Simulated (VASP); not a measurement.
TiO2:

```
Ti O
1.0
     2.70603   -2.70666    0.00000
     2.70603    2.70666    0.00000
    -2.63353    0.00000    4.79664
Ti O
2 4
Direct
  0.86589 0.13411 0.75000
  0.13411 0.86589 0.25000
  0.08876 0.33122 0.16715
  0.91124 0.66878 0.83285
  0.66878 0.91124 0.33285
  0.33122 0.08876 0.66715
```

Base run:

```yaml
Program: VASP 6.6.1
Functional: PBE
Potentials_or_basis: VASP PAW PBE potentials, release 64 (Ti_sv, O)
Cutoff: 520 eV
k_mesh: 8 × 8 × 6
Occupations: fermi-dirac, width 0.05 eV
Spin: no spin polarisation
```

Its results: band gap on the k mesh 2.05 eV (least direct gap 2.39 eV); pressure -1.0 GPa; largest force 0.105 eV/Å.

**Question.** After a change of settings the same cell gave: band gap on the k mesh 2.31 eV (least direct gap 2.67 eV); pressure 2.3 GPa; largest force 0.158 eV/Å. Which change was it?
A. hubbard terms from none to Ti d U = 2.0 eV
B. functional from PBE to PBEsol
C. hubbard terms from none to Ti d U = 1.0 eV

**Answer.** A.

The U term pushes filled and empty states of the shell apart.
